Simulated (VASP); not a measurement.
Set up this calculation in VASP 6.6.1, as the native input.

```yaml
Task: single point
Functional: LDA
Potentials_or_basis: VASP PAW LDA potentials, release 64 (W_sv, S)
Cutoff: 520 eV
k_mesh: 13 × 13 × 13
Occupations: fermi-dirac, width 0.08 eV
Spin: no spin polarisation
Dipole_correction: no
Further_INCAR_settings: ALGO = Normal; EDIFF = 1e-06; NBANDS = 20
```

The structure of WS2 lies in POSCAR:

```
WS2
1.0
    1.5894576452      0.9176737993      6.2041479445
   -1.5894576452      0.9176737993      6.2041479445
    0.0000000000     -1.8353475986      6.2041479445
W S
1 2
Direct
    0.0000000000      0.0000000000      0.0000000000
    0.7503000000      0.7503000000      0.7503000000
    0.5810000000      0.5810000000      0.5810000000
```

These files were run (other wordings do the same):

INCAR

```
  ALGO = Normal
  EDIFF = 1E-6
  ENCUT = 520
  GGA = CA
  ISIF = 2
  ISMEAR = -1
  LASPH = True
  LCHARG = False
  LREAL = False
  LWAVE = False
  NBANDS = 20
  NELM = 100
  PREC = Accurate
  SIGMA = 0.08
```

KPOINTS

```
k-points
0
Gamma
  13 13 13
```

Potentials or basis: VASP PAW LDA potentials, release 64 (W_sv, S).

Command:

```bash
$ cat potpaw_LDA.64/W_sv/POTCAR potpaw_LDA.64/S/POTCAR > POTCAR
$ mpirun -np 1 vasp_std > vasp.out
```

Results of the run:

| Property | Result |
| --- | --- |
| Pressure | -6.3 GPa |
| Largest force | 0.843 eV/Å |
| Band gap on the k mesh | 1.01 eV (least direct gap 2.04 eV) |

Caveat: the cell stands under tension; spin-orbit coupling is left out, which moves the levels of the heavy elements.

It took 5.4 min on 1 thread of Intel(R) Xeon(R) 6975P-C (Granite Rapids), on a shared host, peak memory 0.42 GiB.
